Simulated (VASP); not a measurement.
# LiAl16 in VASP: notebook, part 2 of 2

VASP 6.6.1. Earlier steps stand in the parts before.

**3. Single point, PBE**

INCAR reads:

```
PREC     = Accurate       # precision mode
ENCUT    = 520            # plane-wave cutoff, eV
EDIFF    = 1E-6           # SCF threshold, eV
ISMEAR   = 0              # smearing method
SIGMA    = 0.05           # smearing width, eV
LREAL    = Auto         
LASPH    = T              # aspherical terms in the spheres
NELM     = 80             # most SCF steps
ALGO     = Normal         # electronic algorithm
ISIF     = 2              # what is computed and relaxed
LWAVE    = F              # write WAVECAR
LCHARG   = F              # write CHGCAR
GGA      = PE             # functional
NBANDS   = 40             # bands
```

KPOINTS reads:

```
Automatic mesh
0
Gamma
  3 4 1
```

POSCAR reads:

```
LiAl16
1.0
    8.1000000000      0.0000000000      0.0000000000
    0.0000000000      5.7275650000      0.0000000000
    0.0000000000      0.0000000000     16.2956740000
Al Li
16 1
Direct
    0.2500000000      0.2499999564      0.0613659797
    0.7500000000      0.2499999564      0.0613659797
    0.2500000000      0.7500000436      0.0613659797
    0.7500000000      0.7500000436      0.0613659797
    0.0027918519     -0.0005367028      0.1433433806
    0.5019350617     -0.0005855892      0.1432554431
    0.0027914815      0.5005373138      0.1433435647
    0.5019355556      0.5005858511      0.1432553204
    0.2570879012      0.2500003055      0.2331424892
    0.7566607407      0.2500003055      0.2383726503
    0.2572265432      0.7499991707      0.2353867658
    0.7566195062      0.7500009166      0.2387651471
    0.0112262963     -0.0023641809      0.3196986513
    0.5063293827     -0.0027311781      0.3199806894
    0.0112253086      0.5023649666      0.3196986513
    0.5063303704      0.5027316146      0.3199803212
    0.2586624691      0.2500064163      0.4060371483
```

Potentials or basis: VASP PAW PBE potentials, release 64 (Al, Li_sv).

On the command line:

```console
> cat potpaw_PBE.64/Al/POTCAR potpaw_PBE.64/Li_sv/POTCAR > POTCAR
> mpirun -np 1 vasp_std > vasp.out
```

OUTCAR:

```text
PREC = Accurate
   ENCUT = 520
   EDIFF = 1E-6
   ISMEAR = 0
   LREAL = Auto
   LASPH = T
   NELM = 80
   ISIF = 2
   GGA = PE

 ion  position               nearest neighbor table
   1  0.250  0.250  0.061-   9 2.80   5 2.80   7 2.80   6 2.83   8 2.83   3 2.86   3 2.86
   2  0.750  0.250  0.061-   8 2.81   6 2.81   5 2.83   7 2.83   4 2.86   4 2.86  10 2.88
   3  0.250  0.750  0.061-   5 2.80   7 2.80   6 2.83   8 2.83  11 2.84   1 2.86   1 2.86
   4  0.750  0.750  0.061-   8 2.80   6 2.80   7 2.83   5 2.83   2 2.86   2 2.86  12 2.89
   5  0.003  0.999  0.143-   3 2.80   1 2.80   4 2.83   2 2.83   7 2.86   7 2.87  13 2.87  10 2.90
                            12 2.90   9 2.91  11 2.92
   6  0.502  0.999  0.143-   4 2.80   2 2.81   3 2.83   1 2.83   9 2.85   8 2.86  11 2.87   8 2.87
                            14 2.88  12 2.95  10 2.95
   7  0.003  0.501  0.143-   3 2.80   1 2.80   4 2.83   2 2.83   5 2.86   5 2.87  15 2.87  10 2.90
                            12 2.90   9 2.91  11 2.92
   8  0.502  0.501  0.143-   4 2.80   2 2.81   3 2.83   1 2.83   9 2.85   6 2.86  11 2.87   6 2.87
                            16 2.88  12 2.95  10 2.95
   9  0.257  0.250  0.233-   1 2.80  17 2.82  13 2.84  15 2.84   6 2.85   8 2.85  14 2.86  16 2.86
                            11 2.86  11 2.86   5 2.91   7 2.91
  10  0.757  0.250  0.238-  16 2.82  14 2.82  15 2.85  13 2.85  12 2.86  12 2.86   2 2.88   7 2.90
                             5 2.90   8 2.95   6 2.95
  11  0.257  0.750  0.235-  15 2.81  13 2.81  16 2.82  14 2.82   3 2.84   9 2.86   9 2.86   8 2.87
                             6 2.87   7 2.92   5 2.92
  12  0.757  0.750  0.239-  16 2.80  14 2.80  15 2.83  13 2.83  10 2.86  10 2.86   4 2.89   7 2.90
                             5 2.90   6 2.95   8 2.95
  13  0.011  0.998  0.320-  11 2.81  12 2.83   9 2.84  15 2.84  17 2.84  10 2.85   5 2.87  15 2.89

  14  0.506  0.997  0.320-  12 2.80  10 2.82  11 2.82  16 2.83  17 2.84   9 2.86   6 2.88  16 2.90

  15  0.011  0.502  0.320-  11 2.81  12 2.83   9 2.84  13 2.84  17 2.84  10 2.85   7 2.87  13 2.89

  16  0.506  0.503  0.320-  12 2.80  10 2.82  11 2.82  14 2.83  17 2.84   9 2.86   8 2.88  14 2.90

  17  0.259  0.250  0.406-   9 2.82  15 2.84  13 2.84  16 2.84  14 2.84

  LATTYP: Found a simple orthorhombic cell.
 ALAT       =     5.7275650000
 B/A-ratio  =     1.4142135445
 C/A-ratio  =     2.8451312207

  Lattice vectors:

 A1 = (   0.0000000000,  -5.7275650000,   0.0000000000)
 A2 = (   8.1000000000,   0.0000000000,   0.0000000000)
 A3 = (   0.0000000000,   0.0000000000,  16.2956740000)

Analysis of symmetry for initial positions (statically):
=====================================================================
 Subroutine PRICEL returns:
 Original cell was already a primitive cell.

 Routine SETGRP: Setting up the symmetry group for a
 simple orthorhombic supercell.

 Subroutine GETGRP returns: Found  1 space group operations
 (whereof  1 operations were pure point group operations)
 out of a pool of  8 trial point group operations.

The static configuration has the point symmetry C_1 .

Analysis of symmetry for dynamics (positions and initial velocities):
=====================================================================
 Subroutine PRICEL returns:
 Original cell was already a primitive cell.

 Routine SETGRP: Setting up the symmetry group for a
 simple orthorhombic supercell.

 Subroutine GETGRP returns: Found  1 space group operations
 (whereof  1 operations were pure point group operations)
 out of a pool of  8 trial point group operations.

[... 95 lines left out ...]
   number of dos      NEDOS =    301   number of ions     NIONS =     17
   total plane-waves  NPLWV = 362880
   dimension x,y,z NGX =    60 NGY =   48 NGZ =  126
   dimension x,y,z NGXF=   120 NGYF=   96 NGZF=  252
   ions per type =              16   1
   NGX,Y,Z   is equivalent  to a cutoff of  12.31, 13.93, 12.85 a.u.
   NGXF,Y,Z  is equivalent  to a cutoff of  24.63, 27.86, 25.71 a.u.
 SYSTEM =  unknown system
   PREC   = accura    normal or accurate (medium, high low for compatibility)
   ISTART =      0    job   : 0-new  1-cont  2-samecut
   ICHARG =      2    charge: 1-file 2-atom 10-const
   ISPIN  =      1    spin polarized calculation?
   LNONCOLLINEAR =      F non collinear calculations
   LSORBIT =      F    spin-orbit coupling
   LASPH  =      T    aspherical Exc in radial PAW
   ENCUT  =  520.0 eV  38.22 Ry    6.18 a.u.  15.06 10.65 30.30*2*pi/ulx,y,z
   NELM   =     80;   NELMIN=  2; NELMDL= -5     # of ELM steps
   EDIFF  = 0.1E-05   stopping-criterion for ELM
   LREAL  =      T    real-space projection
   EDIFFG = 0.1E-04   stopping-criterion for IOM
   NSW    =      0    number of steps for IOM
   IBRION =     -1    ionic relax: 0-MD 1-quasi-New 2-CG
   NFREE  =      0    steps in history (QN), initial steepest desc. (CG)
   ISIF   =      2    stress and relaxation
   ISYM   =      2    0-nonsym 1-usesym 2-fastsym
   POTIM  = 0.5000    time-step for ionic-motion
   TEBEG  =    0.0;   TEEND  =   0.0 temperature during run
   PSTRESS=    0.0 pullay stress
   NELECT =      51.0000    total number of electrons
   NUPDOWN=      -1.0000    fix difference up-down
   EMIN   =  10.00;   EMAX   =-10.00  energy-range for DOS
   EFERMI =   0.00;   METHOD = LEGACY
   ISMEAR =     0;   SIGMA  =   0.05  broadening in eV -4-tet -1-fermi 0-gaus
   EFERMI_NEDOS =   21; number of points for ismear=-14 and -15
   IALGO  =     38    algorithm
   IMIX   =      4    mixing-type and parameters
     AMIX     =   0.40;   BMIX     =  1.00
     AMIX_MAG =   1.60;   BMIX_MAG =  1.00
  volume/ion in A,a.u.               =      44.47       300.11
  Fermi-wavevector in a.u.,A,eV,Ry     =   0.666432  1.259374  6.042775  0.444131
  Thomas-Fermi vector in A             =   1.740731
   LORBIT       =      0    0 simple, 1 ext, 2 COOP (PROOUT), +10 PAW based schemes
   GGA     = PE    functional components
   LHFCALC =     F    Hartree Fock is set to
   AEXX    =    0.0000 exact exchange contribution
   IVDW    =     0    specifies the selected vdW correction
   LEPSILON=     F    determine dielectric tensor
   LRPA    =     F    only Hartree local field effects (RPA)
 non-spin polarized calculation
 Gauss-broadening in eV      SIGMA  =   0.05
  energy-cutoff  :      520.00
  volume of cell :      756.01
 maximum number of plane-waves:     20387
   NGX = 31   NGY = 21   NGZ = 61

 number of electron      50.9999995 magnetization

 Free energy of the ion-electron system (eV)
  ---------------------------------------------------
  ext. energy  EPLUGINS =         0.00000000
  ---------------------------------------------------
  free energy    TOTEN  =       -56.83458599 eV

  energy without entropy =      -56.82162951  energy(sigma->0) =      -56.82810775

 E-fermi :   0.5411     XC(G=0):  -4.9398

 val. band max:        0.5338746873   @ k =   0.3333   0.0000   0.0000
 cond. band min:       0.5498453098   @ k =   0.0000   0.2500   0.0000
 fundamental gap:      0.0159706225
 Fermi energy:         0.5411241925

 k-point     1 :       0.0000    0.0000    0.0000
  band No.  band energies     occupation
      1     -46.7507      2.00000
      2      -9.7006      2.00000
      3      -7.5032      2.00000
      4      -7.4779      2.00000
      5      -7.3278      2.00000
      6      -5.2951      2.00000
[... 269 lines left out ...]
     36       3.2083      0.00000
     37       3.2413      0.00000
 [bands above 37 left out]

------------------------ aborting loop because EDIFF is reached ----------------------------------------

  FORCE on cell =-STRESS in cart. coord.  units (eV):
  Direction    XX          YY          ZZ          XY          YZ          ZX
  --------------------------------------------------------------------------------------
  -------------------------------------------------------------------------------------
  Total       -7.9996264     -9.0698853     -0.0875646     -0.0000031     -0.0000422     -0.1182281
  in kB      -16.9532480    -19.2213994     -0.1855717     -0.0000066     -0.0000894     -0.2505554
  external PRESSURE =     -12.1200730 kB  Pullay stress =       0.0000000 kB

 VOLUME and BASIS-vectors are now :
 -----------------------------------------------------------------------------
  energy-cutoff  :      520.00
  volume of cell :      756.01
      direct lattice vectors                 reciprocal lattice vectors
     8.100000000  0.000000000  0.000000000     0.123456790  0.000000000  0.000000000
     0.000000000  5.727565000  0.000000000     0.000000000  0.174594265  0.000000000
     0.000000000  0.000000000 16.295674000     0.000000000  0.000000000  0.061365980

 POSITION                                       TOTAL-FORCE (eV/Angst)
 -----------------------------------------------------------------------------------
      2.02500      1.43189      1.00000         0.006183      0.000005     -0.104186
      6.07500      1.43189      1.00000         0.017345      0.000002      0.067456
      2.02500      4.29567      1.00000         0.010196     -0.000004     -0.060145
      6.07500      4.29567      1.00000         0.007097      0.000001      0.087468
      0.02261      5.72449      2.33588        -0.006412      0.004797      0.008350
      4.06567      5.72421      2.33444        -0.004550      0.003367      0.000143
[... 9 lines left out ...]
      4.10128      2.87943      5.21430        -0.001549      0.004087     -0.003450
      2.09517      1.43193      6.61665        -0.007158      0.000005     -0.007548
 -----------------------------------------------------------------------------------
    total drift:                               -0.009926      0.000013      0.011676

  FREE ENERGIE OF THE ION-ELECTRON SYSTEM (eV)
  ---------------------------------------------------
  free  energy   TOTEN  =       -56.8345859885 eV

  energy  without entropy=      -56.8216295115  energy(sigma->0) =      -56.82810775
```

Run time: 9.6 min. Hardware: 1 thread of Intel Xeon 8259CL, shared host; peak memory 0.74 GiB.

What came out:

- Free energy: -56.8346 eV
- Largest force: 0.104 eV/Å
- Band gap on the k mesh: zero (an odd number of electrons rules out a gap without spin polarisation)

Forces in eV/Å, atoms in the order of the input:
```
Al   0.006  0.000 -0.104
Al   0.017  0.000  0.067
Al   0.010  0.000 -0.060
Al   0.007  0.000  0.087
Al  -0.006  0.005  0.008
Al  -0.005  0.003  0.000
Al  -0.006 -0.005  0.008
Al  -0.005 -0.003  0.000
Al  -0.011  0.000 -0.004
Al   0.010  0.000 -0.003
Al  -0.011  0.000  0.004
Al   0.005  0.000  0.011
Al  -0.001 -0.008  0.000
Al  -0.002 -0.004 -0.003
Al  -0.001  0.008  0.000
Al  -0.002  0.004 -0.003
Li  -0.007  0.000 -0.008
```

Levels at points of the mesh, in eV from the Fermi level:
```
           k point  band 21  band 22  band 23  band 24  band 25  band 26  band 27  band 28  band 29  band 30
(0.00, 0.00, 0.00)    -1.73    -1.57    -0.94    -0.88    -0.62    -0.40    -0.16     0.07     0.95     1.01
(0.00, 0.50, 0.00)    -1.10    -0.90    -0.85    -0.14    -0.11     0.53     0.56     1.07     1.13     1.47
```

Caveat: the cutoff is under 1.25 times the usual one of these potentials, so pressure, stress and relaxed cells hold a basis-set (Pulay) error.

**4. Single point, PBE**

INCAR reads:

```
SYSTEM = LiAl16
ALGO = Normal
EDIFF = 1E-6
ENCUT = 520
GGA = PE
ISIF = 2
ISMEAR = 0
LASPH = .True.
LCHARG = .False.
LREAL = Auto
LWAVE = .False.
NBANDS = 40
NELM = 60
PREC = Accurate
SIGMA = 0.05
```

KPOINTS reads:

```
k-points
0
Gamma
  3 4 1
  0 0 0
```

POSCAR reads:

```
LiAl16
1.0
    8.1000000000      0.0000000000      0.0000000000
    0.0000000000      5.7275650000      0.0000000000
    0.0000000000      0.0000000000     16.2956740000
Al Li
16 1
Direct
    0.2500000000      0.2499999564      0.0613659797
    0.7500000000      0.2499999564      0.0613659797
    0.2500000000      0.7500000436      0.0613659797
    0.7500000000      0.7500000436      0.0613659797
    0.0058925926     -0.0000001746      0.1431559075
    0.4978728395      0.0000000000      0.1435758349
    0.0016304938      0.4999997381      0.1424131951
    0.5015709877      0.4999999127      0.1428903769
    0.2568930864      0.2529326162      0.2392060617
    0.7566816049      0.2409896701      0.2338204606
    0.2568930864      0.7470673838      0.2392058162
    0.7566816049      0.7590099807      0.2338204606
    0.0095212346     -0.0000005238      0.3220601369
    0.5074970370     -0.0000006984      0.3219846568
   -0.0103169136      0.4999995635      0.3156251776
    0.5263730864      0.4999995635      0.3161948380
    0.2571780247      0.5000018332      0.4072375896
```

On the command line:

```console
> cat potpaw_PBE.64/Al/POTCAR potpaw_PBE.64/Li_sv/POTCAR > POTCAR
> mpirun -np 1 vasp_std > vasp.out
```

It took 8.9 min on 1 thread of Intel Xeon 8259CL, shared host; peak memory 0.73 GiB.

The run converged. Its results:

- Free energy: -56.6252 eV
- Largest force: 0.043 eV/Å
- Band gap on the k mesh: zero (an odd number of electrons rules out a gap without spin polarisation)

Forces in eV/Å, atoms in the order of the input:
```
Al   0.016 -0.029  0.028
Al  -0.012  0.018 -0.035
Al   0.016  0.029  0.028
Al  -0.012 -0.018 -0.035
Al   0.020  0.000  0.008
Al  -0.009  0.000  0.000
Al  -0.002  0.000  0.008
Al   0.002  0.000  0.008
Al  -0.004 -0.016  0.002
Al  -0.005  0.035 -0.005
Al  -0.004  0.016  0.002
Al  -0.005 -0.035 -0.005
Al   0.001  0.000 -0.007
Al   0.000  0.000 -0.003
Al  -0.032  0.000  0.005
Al   0.034  0.000  0.008
Li  -0.003  0.000 -0.006
```

Levels at points of the mesh, in eV from the Fermi level:
| k point | band 22 | band 23 | band 24 | band 25 | band 26 | band 27 | band 28 | band 29 |
| --- | --- | --- | --- | --- | --- | --- | --- | --- |
| (0.00, 0.00, 0.00) | -1.54 | -0.96 | -0.91 | -0.63 | -0.23 | -0.17 | 0.07 | 0.98 |
| (0.00, 0.50, 0.00) | -0.88 | -0.86 | -0.07 | -0.05 | 0.52 | 0.58 | 1.04 | 1.17 |

Caveat: the cutoff is under 1.25 times the usual one of these potentials, so pressure, stress and relaxed cells hold a basis-set (Pulay) error.
